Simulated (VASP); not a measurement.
Set up this calculation in VASP 6.6.1, as the native input.

```yaml
Task: single point
Functional: PBE
Potentials_or_basis: VASP PAW PBE potentials, release 64 (Na_pv, W_sv, F)
Cutoff: 520 eV
k_mesh: 10 × 10 × 10
Occupations: gaussian, width 0.1 eV
Spin: collinear spin
Starting_moments: "[0.0, 3.36, 0.0, 0.0, 0.0] μB"
Dipole_correction: no
Further_INCAR_settings: ALGO = Normal; EDIFF = 1e-06; NBANDS = 33
```

The structure of NaWF3 lies in POSCAR:

```
NaWF3
1.0
    4.0637313155      0.0000000000      0.0000000000
    0.0000000000      4.0637313155      0.0000000000
    0.0000000000      0.0000000000      4.0637313155
Na W F
1 1 3
Direct
    0.5000000000      0.5000000000      0.5000000000
    0.0000000000      0.0000000000      0.0000000000
    0.0000000000      0.5000000000      0.5000000000
    0.5000000000      0.5000000000      0.0000000000
    0.5000000000      0.0000000000      0.5000000000
```

The cell was generated, and may not be a known phase.

These files were run (other wordings do the same):

INCAR

```
SYSTEM = NaWF3
PREC = Accurate ; ENCUT = 520
EDIFF = 1E-6 ; ISMEAR = 0
SIGMA = 0.1 ; LREAL = .FALSE.
LASPH = .TRUE. ; NELM = 150
ALGO = Normal ; ISIF = 2
LWAVE = .FALSE. ; LCHARG = .TRUE.
ISPIN = 2 ; MAGMOM = 0 3.36 0 0 0
LORBIT = 11 ; LMAXMIX = 4
GGA = PE ; LELF = .TRUE.
LVHAR = .TRUE. ; NBANDS = 33
```

KPOINTS

```
Automatic mesh
0
G
  10 10 10
  0 0 0
```

Potentials or basis: VASP PAW PBE potentials, release 64 (Na_pv, W_sv, F).

Command:

```bash
$ cat potpaw_PBE.64/Na_pv/POTCAR potpaw_PBE.64/W_sv/POTCAR potpaw_PBE.64/F/POTCAR > POTCAR
$ mpirun -np 1 vasp_std > vasp.out
```

Results of the run:

- Pressure: 0.2 GPa
- Band gap on the k mesh: zero (filled and empty bands overlap)
- Net moment: 4.00 μB per cell
- Site moments: Na -0.00; W +3.18; F +0.01 μB
- Valence electrons inside the program's atomic spheres: Na 6.16; W 11.41; F 6.06

Caveat: spin-orbit coupling is left out, which moves the levels of the heavy elements.

It took 2.6 min on 1 thread of Intel Xeon 8259CL, on a shared host, peak memory 0.29 GiB.
